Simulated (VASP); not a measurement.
## ZrB2: single point with PBE

ZrB2:

```
Zr B
1.0
     3.38924    0.00000    0.00000
     0.00000    3.38924    0.00000
     0.00000    0.00000    3.19071
Zr B
1 2
Direct
  0.50000 0.50000 0.00000
  0.00000 0.00000 0.50000
  0.00000 0.00000 0.00000
```

```
Program                : VASP 6.6.1
Task                   : single point
Functional             : PBE
Potentials or basis    : VASP PAW PBE potentials, release 64 (Zr_sv, B)
Cutoff                 : 500 eV
k mesh                 : 6 × 6 × 6
Occupations            : gaussian, width 0.2 eV
Spin                   : no spin polarisation
Dipole correction      : no
Further INCAR settings : ALGO = Normal; EDIFF = 1e-06; NBANDS = 16
```

| Item | Value |
| --- | --- |
| Pressure | 0.1 GPa |
| Band gap on the k mesh | zero (band 9 reaches 8.28 eV, above the bottom of band 10 at 6.71 eV) |

Stress tensor (GPa, compression positive):
```
 0.17  0.00  0.00
 0.00  0.17  0.00
 0.00  0.00 -0.16
```

Levels at points of the mesh, in eV from the Fermi level:
```tsv
k point	band 6	band 7	band 8	band 9	band 10	band 11	band 12	band 13
(0.00, 0.00, 0.00)	-3.97	-1.96	-1.46	-1.26	-1.26	2.58	3.76	3.76
(0.50, 0.00, 0.00)	-6.10	-4.29	-3.53	-1.18	3.92	4.09	4.12	4.86
(0.50, 0.50, 0.00)	-3.66	-3.66	-3.63	-0.68	2.28	2.28	3.45	4.80
(0.00, 0.00, 0.50)	-8.21	-0.56	-0.50	-0.50	1.92	1.92	2.95	4.35
(0.50, 0.00, 0.50)	-7.23	-3.56	-1.87	-1.63	1.74	2.33	2.39	4.41
(0.50, 0.50, 0.50)	-6.90	-3.51	-3.51	-0.06	-0.06	4.99	5.11	5.35
```

Run time: 16 s on 1 thread of Intel(R) Xeon(R) Platinum 8488C (Sapphire Rapids) (shared host), peak memory 0.16 GiB.
